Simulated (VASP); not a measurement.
BP (zinc blende): vibrations by perturbation theory with LDA

BP (zinc blende):

```xyz
2
Lattice="0.0000 2.2446 2.2446 2.2446 0.0000 2.2446 2.2446 2.2446 0.0000" Properties=species:S:1:pos:R:3 pbc="T T T"
B     0.0000    0.0000    0.0000
P     1.1223    1.1223    1.1223
```

| Quantity | Value |
| --- | --- |
| Program | VASP 6.6.1 |
| Task | vibrations by perturbation theory |
| Functional | LDA |
| Potentials or basis | VASP PAW LDA potentials, release 64 (B, P) |
| Cutoff | 520 eV |
| k mesh | 8 × 8 × 8 |
| Occupations | gaussian, width 0.01 eV |
| Spin | no spin polarisation |
| Dipole correction | no |
| Further INCAR settings | ALGO = Normal; EDIFF = 1e-08; NBANDS = 11; IBRION = 8; NSW = 1 |

```yaml
Electronic_dielectric_tensor_diagonal: 9.52
Born_charges_mean_of_the_diagonal: B -0.62; P +0.62 e
Highest_phonon_frequency_at_Γ_LO-TO_splitting_left_out: 820 cm⁻¹
```

Phonon frequencies in cm⁻¹ (negative: imaginary):
| q point | frequencies |
| --- | --- |
| (0.000, 0.000, 0.000) | 0 0 0 820 820 820 |

Electronic dielectric tensor:
```
9.52 0.00 0.00
0.00 9.52 0.00
0.00 0.00 9.52
```

Born effective charge tensors (e):
atom 1, B
```
-0.62  0.00  0.00
 0.00 -0.62  0.00
 0.00  0.00 -0.62
```
atom 2, P
```
0.62 0.00 0.00
0.00 0.62 0.00
0.00 0.00 0.62
```

Run time: 68 s on 1 thread of Intel Xeon 6975P-C (shared host), peak memory 0.18 GiB.
